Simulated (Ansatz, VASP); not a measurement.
Two plane-wave programs on Ir

POSCAR

```
Ir
1.0
   -1.5842311660      1.5842311660      1.5842311660
    1.5842311660     -1.5842311660      1.5842311660
    1.5842311660      1.5842311660     -1.5842311660
Ir
1
Direct
    0.0000000000      0.0000000000      0.0000000000
```

The input INCAR.step1:

```
PREC = Accurate
ENCUT = 620
ISMEAR = -1
SIGMA = 0.1
LREAL = F
LASPH = T
NELM = 120
NBANDS = 14
GGA = PE
ALGO = Normal
EDIFF = 1E-5
LWAVE = T
LCHARG = F
GGA_COMPAT = F
```

The input INCAR.step2:

```
PREC = Accurate
ENCUT = 620
EDIFF = 1E-6
ISMEAR = -1
SIGMA = 0.1
LREAL = F
LASPH = T
NELM = 120
ALGO = Normal
ISIF = 2
LWAVE = F
LCHARG = F
METAGGA = R2SCAN
LMIXTAU = T
NBANDS = 14
ISTART = 1
GGA_COMPAT = F
```

Contents of KPOINTS:

```
Automatic mesh
0
Gamma
  16 16 16
```

Input for Ansatz:

```yaml
crystal:
  lattice:
    - [-1.584231166, 1.584231166, 1.584231166]
    - [1.584231166, -1.584231166, 1.584231166]
    - [1.584231166, 1.584231166, -1.584231166]
  atoms:
    - { symbol: Ir, position: [0.0, 0.0, 0.0] }
hamiltonian:
  xc: r2scan
  pseudopotentials:
    kind: paw
    azcp:
      Ir: "pseudopotentials/Ir.paw.azcp"
basis:
  ecutwfc: 500
  fft_grid_basis: typed
kpoints:
  mp_grid: { grid: [16, 16, 16], shift: [0, 0, 0] }
magnetization:
  spin_polarized: false
scf:
  occupations: { method: fermi_dirac, width: 0.1 }
  lower_state_search: "off"
output:
  stress: true
  write_density: true
  write_potential: true
  elf: true
  volumetric_format: npy
```

Alike in both runs: task single point; functional r2SCAN; k mesh 16 × 16 × 16; occupations fermi-dirac, width 0.1 eV; no spin polarisation.

```csv
,VASP,Ansatz
version,VASP 6.6.1,Ansatz 0.2.0
potentials or method,"VASP PAW PBE potentials, release 64 (Ir_sv_GW), cutoff 620 eV","plane waves (500 eV) with PAW, scalar-relativistic"
valence electrons in the cell,17,17
```

```csv
,VASP,Ansatz,Ansatz less VASP
pressure (GPa),-21.6,-20.9,+0.73
```

VASP's potentials were made for PBE, not for r2SCAN. The functional is the same, so the differences come from potentials, cutoffs and numerics.

Spin-orbit coupling is off throughout.
